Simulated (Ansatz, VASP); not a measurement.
# PbSe: VASP beside Ansatz

```xyz
4
Lattice="4.4090 0.0050 -0.0083 -0.0053 4.4052 0.0020 -2.2244 -2.1998 12.0463" Properties=species:S:1:pos:R:3 pbc="T T T"
Pb   -0.0566    0.0336    4.6506
Pb    2.1613    2.2355    7.4015
Se    2.1416    2.2428    4.5749
Se   -0.0513    0.0372    7.4771
```

Alike in both runs: task single point; functional B3LYP; k mesh 4 × 4 × 1; occupations gaussian, width 0.05 eV; no spin polarisation.

```csv
,VASP,Ansatz
version,VASP 6.6.1,Ansatz 0.2.0
potentials or method,"VASP PAW PBE potentials, release 64 (Pb_d, Se), cutoff 520 eV","scalar-relativistic, plane waves, PAW"
valence electrons in the cell,40,60
```

```csv
,VASP,Ansatz,Ansatz less VASP
gap on the k mesh at the Fermi level (eV),2.59,2.56,-0.032
least direct gap on the mesh (eV),2.60,2.57,-0.031
rms of the force components (eV/Å),0.053,0.046,-0.0072
```

VASP's potentials were made for PBE, not for B3LYP. Atom by atom the forces differ by 0.012 eV/Å (rms over components). The functional is the same, so the differences come from potentials, cutoffs and numerics. VASP's potentials hold 40 valence electrons a cell and Ansatz's 60, so a difference there can come from the potentials and not from the codes. Ansatz's warnings: stress exchange threshold loose, stress scf threshold loose.

Neither program's run includes spin-orbit coupling.
